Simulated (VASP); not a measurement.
# BAs (boron arsenide): single point with PBE

Crystal: BAs (boron arsenide).

```xyz
2
Lattice="0.0000 2.4046 2.4046 2.4046 0.0000 2.4046 2.4046 2.4046 0.0000" Properties=species:S:1:pos:R:3 pbc="T T T"
B     0.0000    0.0000    0.0000
As    1.2023    1.2023    1.2023
```

```yaml
Program: VASP 6.6.1
Task: single point
Functional: PBE
Potentials_or_basis: VASP PAW PBE potentials, release 64 (B, As)
Cutoff: 520 eV
k_mesh: 12 × 12 × 12
Occupations: gaussian, width 0.01 eV
Spin: no spin polarisation
Dipole_correction: no
Further_INCAR_settings: ALGO = Normal; EDIFF = 1e-06; NBANDS = 11
```

- Pressure: 0.6 GPa
- Band gap on the k mesh: 1.20 eV, indirect (least direct gap 3.25 eV)

Levels at points of the mesh, in eV from the valence-band top:
```csv
k point,band 2,band 3,band 4,band 5,band 6,band 7
"(0.00, 0.00, 0.00)",0.00,0.00,0.00,3.25,3.25,3.25
"(0.50, 0.00, 0.00)",-8.64,-1.79,-1.79,2.57,4.76,4.76
"(0.50, 0.50, 0.00)",-8.42,-4.00,-4.00,1.45,1.46,11.17
```

Wall time 14 s on 1 thread of Intel(R) Xeon(R) Platinum 8488C (Sapphire Rapids), with other jobs on the host, peak memory 0.17 GiB.

A k mesh can miss the band edges.
